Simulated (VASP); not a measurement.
## SnO: single point with r2SCAN

Crystal: SnO.

```
CELL_PARAMETERS angstrom
3.79259 0.00000 0.00000
0.00000 3.79259 0.00000
0.00000 0.00000 4.94872
ATOMIC_POSITIONS crystal
Sn 0.00000 0.50000 0.23296
Sn 0.50000 0.00000 0.76704
O 0.50000 0.50000 0.00000
O 0.00000 0.00000 0.00000
```

This cell differs from its parent crystal: uniaxial z strain +4.0%.

| Quantity | Value |
| --- | --- |
| Program | VASP 6.6.1 |
| Task | single point |
| Functional | r2SCAN |
| Potentials or basis | VASP PAW PBE potentials, release 64 (Sn_d, O) |
| Cutoff | 520 eV |
| k mesh | 6 × 6 × 6 |
| Occupations | gaussian, width 0.01 eV |
| Spin | no spin polarisation |
| Dipole correction | no |
| Further INCAR settings | ALGO = Normal; EDIFF = 1e-06; NBANDS = 28 |

```yaml
Pressure: 1.1 GPa
Largest_force: 0.127 eV/Å
Band_gap_on_the_k_mesh: 0.30 eV, indirect (least direct gap 2.35 eV)
```

Forces in eV/Å, atoms in the order of the input:
```
Sn   0.000  0.000  0.127
Sn   0.000  0.000 -0.127
O    0.000  0.000  0.000
O    0.000  0.000  0.000
```

Stress tensor (GPa, compression positive):
```
1.34 0.00 0.00
0.00 1.34 0.00
0.00 0.00 0.51
```

Levels at points of the mesh, in eV from the valence-band top:
| k point | band 18 | band 19 | band 20 | band 21 | band 22 | band 23 |
| --- | --- | --- | --- | --- | --- | --- |
| (0.00, 0.00, 0.00) | -3.60 | -3.60 | 0.00 | 2.35 | 4.34 | 5.00 |
| (0.50, 0.00, 0.00) | -5.30 | -2.95 | -2.95 | 3.33 | 3.33 | 6.23 |
| (0.50, 0.50, 0.00) | -2.92 | -2.13 | -2.13 | 0.30 | 0.30 | 4.68 |
| (0.00, 0.00, 0.50) | -3.61 | -3.27 | -2.61 | 2.01 | 3.27 | 3.27 |
| (0.50, 0.00, 0.50) | -5.27 | -2.03 | -2.03 | 2.65 | 2.65 | 5.80 |
| (0.50, 0.50, 0.50) | -2.92 | -2.82 | -2.82 | 2.50 | 2.50 | 4.16 |

It took 3.2 min on 1 thread of Intel(R) Xeon(R) Platinum 8259CL CPU @ 2.50GHz (Skylake/Cascade Lake), with other jobs on the host, peak memory 0.22 GiB.

Caveat: the cell differs from its parent crystal (uniaxial z strain +4.0%); the PAW data sets were made with another functional, which shifts forces and pressure a little; spin-orbit coupling is left out, which moves the levels of the heavy elements. A k mesh can miss the band edges.
